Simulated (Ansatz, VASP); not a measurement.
# One calculation of Ni2N, two programs

Contents of INCAR:

```
SYSTEM = Ni2N
ALGO = Normal ; EDIFF = 1E-7
EDIFFG = -0.01 ; ENCUT = 600
GGA = PE ; IBRION = 2
ISIF = 3 ; ISMEAR = 0
LASPH = .True. ; LCHARG = .False.
LREAL = .False. ; LWAVE = .False.
NELM = 100 ; NSW = 100
PREC = Accurate ; SIGMA = 0.1
```

Contents of KPOINTS:

```
k-points
0
Gamma
  12 12 18
  0 0 0
```

POSCAR

```
Ni2N
1.0
    3.7858475835      0.0000000000      0.0000000000
   -1.8929237917      3.2786401821      0.0000000000
    0.0000000000      0.0000000000      2.4667995308
Ni N
2 1
Direct
    0.3333333333      0.6666666667      0.5000000000
    0.6666666667      0.3333333333      0.5000000000
    0.0000000000      0.0000000000      0.0000000000
```

Input for Ansatz:

```yaml
crystal:
  lattice:
    - [3.7858475835, 0.0, 0.0]
    - [-1.8929237917, 3.2786401821, 0.0]
    - [0.0, 0.0, 2.4667995308]
  atoms:
    - { symbol: Ni, position: [0.3333333333, 0.6666666667, 0.5] }
    - { symbol: Ni, position: [0.6666666667, 0.3333333333, 0.5] }
    - { symbol: "N", position: [0.0, 0.0, 0.0] }
basis:
  ecutwfc: 420
kpoints:
  mp_grid: { grid: [12, 12, 18] }
hamiltonian:
  xc: pbe
scf:
  occupations: { method: gaussian, width: 0.1 }
output:
  forces: true
  stress: true
  eigenvalues: true
  write_density: true
  write_potential: true
  elf: true
  volumetric_format: npy
relax:
  adjacent_minimum: "off"
  f_tol: 0.01
  max_steps: 80
  cell: { stress_tol: 0.05 }
```

Change from the starting cell: species swapped into the CrB2 type (P6/mmm, No. 191).

Alike in both runs: task relaxation of cell and atoms; functional PBE; k mesh 12 × 12 × 18; occupations gaussian, width 0.1 eV; no spin polarisation.

|  | VASP | Ansatz |
| --- | --- | --- |
| version | VASP 6.6.1 | Ansatz 0.2.0 |
| potentials or method | VASP PAW PBE potentials, release 64 (Ni, N), cutoff 600 eV | scalar-relativistic, plane waves, PAW |
| valence electrons in the cell | 25 | 41 |

```csv
,VASP,Ansatz,Ansatz less VASP
"gap on the k mesh at the Fermi level, each at its own relaxed structure (eV)",none,none,-
relaxed volume (Å³/atom),10.15,10.17,+0.026
relaxed cell length with the largest relative difference (Å),2.439,2.441,+0.0028
```

A gap of «none» marks a metal or a gap that the smearing closes. VASP's potentials hold 25 valence electrons a cell and Ansatz's 41, so a difference there can come from the potentials and not from the codes.
